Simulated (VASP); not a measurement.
Crystal: Na7H.

```
Na H
1.0
    -3.32349    3.32349    3.32349
     3.32349   -3.32349    3.32349
     3.32349    3.32349   -3.32349
Na H
7 1
Direct
  0.00000 0.50000 0.50000
  0.50000 0.00000 0.50000
  0.50000 0.50000 0.00000
  0.43399 0.43399 0.43399
  0.00000 0.00000 0.56601
  0.00000 0.56601 0.00000
  0.56601 0.00000 0.00000
  0.00000 0.00000 0.00000
```

```yaml
Program: VASP 6.6.1
Task: relaxation of cell and atoms
Functional: PBE
Potentials_or_basis: VASP PAW PBE potentials, release 64 (Na_pv, H)
Cutoff: 600 eV
k_mesh: 4 × 4 × 4
Occupations: gaussian, width 0.1 eV
Spin: no spin polarisation
```

At the start: pressure 13.4 GPa; volume 18.35 Å³/atom.

Problem. Where does the relaxation end?

Solution. Over 12 steps the energy falls by 424.3 meV/atom and the volume is 32.43 Å³/atom (+76.7 %); space group I-43m (No. 217, to 0.05 Å).

The path:
```tsv
step	energy change (eV)	largest force (eV/Å)	pressure (GPa)	volume (Å³)
1	0.0000	0.3418	13.39	146.84
2	-1.9687	0.2746	5.49	181.92
3	-2.8068	0.2297	1.32	223.97
4	-2.9093	0.2142	0.27	244.08
5	-2.9167	0.2091	-0.08	251.42
6	-2.9158	0.2121	0.08	248.95
7	-2.9270	0.2156	0.07	248.83
8	-2.9618	0.2238	0.08	248.45
9	-3.0350	0.2361	0.09	247.69
10	-3.1859	0.2322	0.13	246.19
11	-3.3722	0.0029	0.56	243.19
12	-3.3945	0.0273	0.01	259.43
```

Final structure:
```yaml
crystal:
  lattice:
    - [-4.01776, 4.01776, 4.01776]
    - [4.01776, -4.01776, 4.01776]
    - [4.01776, 4.01776, -4.01776]
  atoms:
    - { symbol: Na, position: [0.00000, 0.50000, 0.50000] }
    - { symbol: Na, position: [0.50000, 0.00000, 0.50000] }
    - { symbol: Na, position: [0.50000, 0.50000, 0.00000] }
    - { symbol: Na, position: [0.33007, 0.33007, 0.33007] }
    - { symbol: Na, position: [0.00000, 0.00000, 0.66993] }
    - { symbol: Na, position: [0.00000, 0.66993, 0.00000] }
    - { symbol: Na, position: [0.66993, 0.00000, 0.00000] }
    - { symbol: H, position: [0.00000, 0.00000, 0.00000] }
```

Caveat: the volume moved by over 15 % at a fixed basis, so the end points are rough.
